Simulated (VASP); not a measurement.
Input of a VASP 6.6.1 run:

INCAR

```
SYSTEM = SiC
PREC     = Accurate       ! precision mode
ENCUT    = 600            ! plane-wave cutoff, eV
EDIFF    = 1E-8           ! SCF threshold, eV
ISMEAR   = 0              ! smearing method
SIGMA    = 0.01           ! smearing width, eV
LREAL    = .FALSE.        ! projectors in reciprocal space
LASPH    = .TRUE.         ! aspherical terms in the spheres
NELM     = 120            ! most SCF steps
ALGO     = Normal         ! electronic algorithm
ISIF     = 3              ! what is computed and relaxed
LWAVE    = .FALSE.        ! write WAVECAR
LCHARG   = .TRUE.         ! write CHGCAR
GGA      = PE             ! functional
NBANDS   = 11             ! bands
IBRION   = 6              ! ionic algorithm
NFREE    = 2            
POTIM    = 0.015          ! step
NSW      = 1              ! ionic steps
GGA_COMPAT= .FALSE.
```

File KPOINTS:

```
Automatic mesh
0
G
  10 10 10
  0 0 0
```

Contents of POSCAR:

```
SiC
1.0
    0.0000000000      2.1898587296      2.1898587296
    2.1898587296      0.0000000000      2.1898587296
    2.1898587296      2.1898587296      0.0000000000
Si C
1 1
Direct
    0.7500000000      0.7500000000      0.7500000000
    0.0000000000      0.0000000000      0.0000000000
```

Potentials or basis: VASP PAW PBE potentials, release 64 (Si, C).

Launch:

```sh
$ cat potpaw_PBE.64/Si/POTCAR potpaw_PBE.64/C/POTCAR > POTCAR
$ mpirun -np 1 vasp_std > vasp.out
```

(1) Predict the elastic constants C11, C12, C44.

(2) What does it give for the Voigt bulk modulus?

(3) Estimate the highest phonon frequency at Γ, LO-TO splitting left out.

Answers

(1) 382, 126, 240 GPa.

(2) 212 GPa.

(3) 775 cm⁻¹.
